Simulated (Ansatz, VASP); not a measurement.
# Ir in VASP and in Ansatz

The input POSCAR:

```
Ir
1.0
    2.7695994713      0.0000000000      0.0000000000
   -1.3847997356      2.3985435004      0.0000000000
    0.0000000000      0.0000000000      4.4918424506
Ir
2
Direct
    0.3333333333      0.6666666667      0.2500000000
    0.6666666667      0.3333333333      0.7500000000
```

The input INCAR.step1:

```
SYSTEM = Ir
PREC = Accurate
ENCUT = 520
EDIFF = 1E-5
ISMEAR = -1
SIGMA = 0.05
LREAL = .FALSE.
LASPH = .TRUE.
NELM = 60
ALGO = Normal
ISIF = 2
LWAVE = .TRUE.
LCHARG = .FALSE.
GGA = PE
NBANDS = 16
```

Contents of INCAR.step2:

```
SYSTEM = Ir
PREC = Accurate
ENCUT = 520
EDIFF = 1E-6
ISMEAR = -1
SIGMA = 0.05
LREAL = .FALSE.
LASPH = .TRUE.
NELM = 60
ALGO = Normal
ISIF = 2
LWAVE = .FALSE.
LCHARG = .FALSE.
GGA = PE
LHFCALC = .TRUE.
AEXX = 0.25
PRECFOCK = Normal
ISTART = 1
NBANDS = 16
```

KPOINTS

```
regular mesh
0
G
  6 6 4
  0 0 0
```

input.yaml

```yaml
crystal:
  lattice:
    - [2.7695994713, 0.0, 0.0]
    - [-1.3847997356, 2.3985435004, 0.0]
    - [0.0, 0.0, 4.4918424506]
  atoms:
    - { symbol: Ir, position: [0.3333333333, 0.6666666667, 0.25] }
    - { symbol: Ir, position: [0.6666666667, 0.3333333333, 0.75] }
hamiltonian:
  xc: pbe0
  pseudopotentials: { kind: paw }
kpoints:
  mp_grid: { grid: [6, 6, 4] }
scf:
  occupations: { method: fermi_dirac, width: 0.05 }
output:
  forces: true
  stress: true
  eigenvalues: true
```

Alike in both runs: task single point; functional PBE0; k mesh 6 × 6 × 4; occupations fermi-dirac, width 0.05 eV; no spin polarisation.

|  | VASP | Ansatz |
| --- | --- | --- |
| version | VASP 6.6.1 | Ansatz 0.2.0 |
| potentials or method | VASP PAW PBE potentials, release 64 (Ir) | Ansatz PAW |
| plane-wave cutoff (eV) | 520 | 420 |
| valence electrons in the cell | 18 | 34 |

VASP gave:

| Property | Result |
| --- | --- |
| gap on the k mesh at the Fermi level (eV) | none |
| pressure (GPa) | -19.3 |
| traceless stress, the component that is largest in VASP (GPa) | -4.85 |

Question: Estimate Ansatz's values.

Answer: gap on the k mesh at the Fermi level (eV): none; pressure (GPa): -21.2; traceless stress, the component that is largest in VASP (GPa): -4.84.

A gap of «none» marks a metal or a gap that the smearing closes. VASP's potentials hold 18 valence electrons a cell and Ansatz's 34, so a difference there can come from the potentials and not from the codes.

The k mesh is coarse, so the values compare programs but aren't converged. Spin-orbit coupling is off throughout.
